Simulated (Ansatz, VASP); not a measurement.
# One calculation of In, two programs

The input INCAR:

```
SYSTEM = In
PREC     = Accurate       ! precision mode
ENCUT    = 500            ! plane-wave cutoff, eV
EDIFF    = 1E-6           ! SCF threshold, eV
ISMEAR   = 1              ! smearing method
SIGMA    = 0.05           ! smearing width, eV
LREAL    = .FALSE.        ! projectors in reciprocal space
LASPH    = .TRUE.         ! aspherical terms in the spheres
NELM     = 200            ! most SCF steps
ALGO     = Normal         ! electronic algorithm
ISIF     = 2              ! what is computed and relaxed
LWAVE    = .FALSE.        ! write WAVECAR
LCHARG   = .TRUE.         ! write CHGCAR
ISPIN    = 2              ! spin polarisation
MAGMOM   = -0.36          ! initial moments
LORBIT   = 11             ! projections on sites
GGA      = LIBXC          ! functional
LIBXC1   = GGA_X_RPBE   
LIBXC2   = GGA_C_LYP    
LELF     = .TRUE.         ! ELF
LVHAR    = .TRUE.       
NBANDS   = 16             ! bands
GGA_COMPAT= .FALSE.
```

The input KPOINTS:

```
Automatic mesh
0
G
  11 11 11
  0 0 0
```

File POSCAR:

```
In
1.0
   -1.6035014962      1.6035014962      2.4402675233
    1.6035014962     -1.6035014962      2.4402675233
    1.6035014962      1.6035014962     -2.4402675233
In
1
Direct
    0.0000000000      0.0000000000      0.0000000000
```

Contents of input.yaml:

```yaml
crystal:
  lattice:
    - [-1.6035014962, 1.6035014962, 2.4402675233]
    - [1.6035014962, -1.6035014962, 2.4402675233]
    - [1.6035014962, 1.6035014962, -2.4402675233]
  atoms:
    - { symbol: In, position: [0.0, 0.0, 0.0], spin: -0.36 }
kpoints:
  mp_grid: { grid: [11, 11, 11] }
scf:
  occupations: { method: methfessel_paxton, width: 0.05 }
hamiltonian:
  xc: { exchange: rpbe, correlation: lyp }
  pseudopotentials:
    kind: all_electron
    lapw: { basis_error: 0.0005 }
    dirac_shells: { In: ["3p", "3d"] }
magnetization:
  spin_polarized: true
output:
  forces: true
  stress: true
  eigenvalues: true
```

Change from the starting cell: volume scaled by 0.96.

Alike in both runs: task single point; functional rpbe exchange, lyp correlation; k mesh 11 × 11 × 11; occupations methfessel-paxton of order 1, width 0.05 eV; collinear spin.

```csv
,VASP,Ansatz
version,VASP 6.6.1,Ansatz 0.2.0
potentials or method,"VASP PAW PBE potentials, release 64 (In_d), cutoff 500 eV","all-electron LAPW, inner shells corrected to Dirac's equation"
```

```tsv
	VASP	Ansatz	Ansatz less VASP
gap on the k mesh at the Fermi level (eV)	none	none	-
pressure (GPa)	10.3	10.4	+0.06
traceless stress, the component that is largest in VASP (GPa)	-0.47	-0.47	+0.002
net moment per atom (μB)	0.00	0.00	0.000
```

VASP's potentials were made for PBE, not for rpbe exchange, lyp correlation. A gap of «none» marks a metal or a gap that the smearing closes. Ansatz ran all-electron here, and VASP with PAW potentials.
